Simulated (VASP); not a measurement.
Wanted: the native input for a VASP 6.6.1 run.

| Quantity | Value |
| --- | --- |
| Task | single point |
| Functional | LDA |
| Potentials or basis | VASP PAW LDA potentials, release 64 (Co) |
| Cutoff | 520 eV |
| k mesh | 24 × 24 × 13 |
| Occupations | fermi-dirac, width 0.05 eV |
| Spin | collinear spin, ferromagnetic start |
| Starting moments | [-1.558, -1.558] μB |
| Dipole correction | no |
| Further INCAR settings | ALGO = Normal; EDIFF = 1e-06; NBANDS = 20 |

The structure of Co lies in POSCAR:

```
Co
1.0
    2.3608439583      0.0000000000      0.0000000000
   -1.1804219791      2.0445508422      0.0000000000
    0.0000000000      0.0000000000      3.8155131725
Co
2
Direct
    0.3333333333      0.6666666667      0.2500000000
    0.6666666667      0.3333333333      0.7500000000
```

One way to write it, as run:

INCAR

```
ALGO = Normal ; EDIFF = 1E-6
ENCUT = 520 ; ISIF = 2
ISMEAR = -1 ; ISPIN = 2
LASPH = T ; LCHARG = F
LMAXMIX = 4 ; LORBIT = 11
LREAL = F ; LWAVE = F
MAGMOM = -1.558 -1.558 ; NBANDS = 20
NELM = 150 ; PREC = Accurate
SIGMA = 0.05
```

KPOINTS

```
k-points
0
Gamma
  24 24 13
```

Potentials or basis: VASP PAW LDA potentials, release 64 (Co).

Launch:

```console
$ cat potpaw_LDA.64/Co/POTCAR > POTCAR
$ mpirun -np 1 vasp_std > vasp.out
```

Results of the run:

The pressure is 24.2 GPa. The net moment is -2.62 μB per cell and the site moments are Co -1.29 μB. The valence electrons inside the program's atomic spheres are Co 8.65.

Caveat: the cell stands under pressure.

Wall time 2 min on 1 thread of Intel(R) Xeon(R) 6975P-C (Granite Rapids), on a shared host, peak memory 0.31 GiB.
